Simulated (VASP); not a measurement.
A run of VASP 6.6.1 is set up as follows.

Contents of INCAR:

```
SYSTEM = In3As
  PREC = Accurate
  ENCUT = 520
  EDIFF = 1E-6
  ISMEAR = -1
  SIGMA = 0.05
  LREAL = .FALSE.
  LASPH = .TRUE.
  NELM = 100
  ALGO = Normal
  ISIF = 2
  LWAVE = .FALSE.
  LCHARG = .FALSE.
  GGA = PS
  NBANDS = 30
```

File KPOINTS:

```
regular mesh
0
G
  6 6 6
  0 0 0
```

POSCAR

```
In3As
1.0
    4.3732446925      0.0000000000      0.0000000000
    0.0000000000      4.3732446925      0.0000000000
    0.0000000000      0.0000000000      4.3732446925
In As
3 1
Direct
    0.5000000000      0.5000000000      0.0000000000
    0.5000000000      0.0000000000      0.5000000000
    0.0000000000      0.5000000000      0.5000000000
    0.0000000000      0.0000000000      0.0000000000
```

Potentials or basis: VASP PAW PBE potentials, release 64 (In_d, As).

The run is started by

```sh
$ cat potpaw_PBE.64/In_d/POTCAR potpaw_PBE.64/As/POTCAR > POTCAR
$ mpirun -np 1 vasp_std > vasp.out
```

Task: What does it give for the band gap on the k mesh?

Result: Zero (band 22 reaches 9.79 eV, above the bottom of band 23 at 4.58 eV).

Task: What does it give for the pressure?

Result: 10.0 GPa.

Caveat: the PAW data sets were made with another functional, which shifts forces and pressure a little; spin-orbit coupling is left out, which moves the levels of the heavy elements.
